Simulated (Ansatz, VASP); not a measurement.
**One calculation of CoO, two programs**

```
Co O
1.0
    -1.48992    1.51100    2.10725
     1.51100   -1.48992    2.10725
     1.50500    1.50500   -2.09217
Co O
1 1
Cartesian
  0.0000 0.0000 0.0000
  0.0105 0.0105 2.1072
```

Change from the starting cell: equal xy, yz and zx shear strains of +1 %, crystal datasets.

Alike in both runs: task electric field gradients; functional PBE; k mesh 13 × 13 × 15; occupations fermi-dirac, width 0.03 eV; collinear spin.

|  | VASP | Ansatz |
| --- | --- | --- |
| version | VASP 6.6.1 | Ansatz 0.2.0 |
| potentials or method | VASP PAW PBE potentials, release 64 (Co, O), cutoff 520 eV | all-electron PAW with datasets made for the crystal, scalar-relativistic |

|  | VASP | Ansatz | Ansatz less VASP |
| --- | --- | --- | --- |
| pressure (GPa) | -0.5 | 0.0 | +0.50 |
| traceless stress, the component that is largest in VASP (GPa) | 0.35 | 0.42 | +0.073 |
| net moment per atom (μB) | 1.45 | 1.47 | +0.012 |
| size of the moment on the site where the two differ most (μB) | 2.56 | 2.49 | -0.066 |
| size of Vzz on the site where it differs most (V/Å²) | 9.5 | 15.7 | +6.26 |

Site moments also hang on the region over which each program counts them. Ansatz ran all-electron here, and VASP with PAW potentials.
